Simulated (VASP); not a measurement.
Set up this calculation in VASP 6.6.1, as the native input.

- Task: single point
- Functional: r2SCAN
- Potentials or basis: VASP PAW PBE potentials, release 64 (F)
- Cutoff: 520 eV
- k mesh: 14 × 14 × 8
- Occupations: gaussian, width 0.022 eV
- Spin: no spin polarisation
- Dipole correction: no
- Further INCAR settings: ALGO = Normal; EDIFF = 1e-07; NBANDS = 14

Crystal: F.

```
F
1.0
     1.37149    2.37549    0.00000
    -1.37149    2.37549    0.00000
     0.00000    0.00000    2.94136
F
2
Direct
  0.33333 0.33333 0.25000
  0.66667 0.66667 0.75000
```

The input as run:

POSCAR

```
F
1.0
    1.3714885801      2.3754879027      0.0000000000
   -1.3714885801      2.3754879027      0.0000000000
    0.0000000000      0.0000000000      2.9413584578
F
2
Direct
    0.3333333333      0.3333333333      0.2500000000
    0.6666666667      0.6666666667      0.7500000000
```

INCAR.step1

```
SYSTEM = F
ALGO     = Normal         ! electronic algorithm
EDIFF    = 1E-4           ! SCF threshold, eV
ENCUT    = 520            ! plane-wave cutoff, eV
GGA      = PE             ! functional
ISMEAR   = 0              ! smearing method
LASPH    = .True.         ! aspherical terms in the spheres
LCHARG   = .False.        ! write CHGCAR
LREAL    = .False.        ! projectors in reciprocal space
LWAVE    = .True.         ! write WAVECAR
NBANDS   = 14             ! bands
NELM     = 80             ! most SCF steps
PREC     = Accurate       ! precision mode
SIGMA    = 0.022          ! smearing width, eV
```

INCAR.step2

```
SYSTEM = F
ALGO     = Normal         ! electronic algorithm
EDIFF    = 1E-7           ! SCF threshold, eV
ENCUT    = 520            ! plane-wave cutoff, eV
ISIF     = 2              ! what is computed and relaxed
ISMEAR   = 0              ! smearing method
ISTART   = 1            
LASPH    = .True.         ! aspherical terms in the spheres
LCHARG   = .False.        ! write CHGCAR
LMIXTAU  = .True.       
LREAL    = .False.        ! projectors in reciprocal space
LWAVE    = .False.        ! write WAVECAR
METAGGA  = R2SCAN         ! meta-GGA
NBANDS   = 14             ! bands
NELM     = 80             ! most SCF steps
PREC     = Accurate       ! precision mode
SIGMA    = 0.022          ! smearing width, eV
```

KPOINTS

```
k-points
0
Gamma
  14 14 8
  0 0 0
```

Potentials or basis: VASP PAW PBE potentials, release 64 (F).

Command:

```bash
$ cat potpaw_PBE.64/F/POTCAR > POTCAR
$ cp INCAR.step1 INCAR
$ mpirun -np 1 vasp_std > vasp.out
$ cp INCAR.step2 INCAR
$ mpirun -np 1 vasp_std > vasp.out
```

It gave:

```yaml
Pressure: -0.9 GPa
Band_gap_on_the_k_mesh: zero (bands 7 and 8 overlap by 1.69 eV)
```

Caveat: the PAW data sets were made with another functional, which shifts forces and pressure a little.

Run time: 38 s on 1 thread of Intel(R) Xeon(R) 6975P-C (Granite Rapids), on a shared host, peak memory 0.14 GiB.
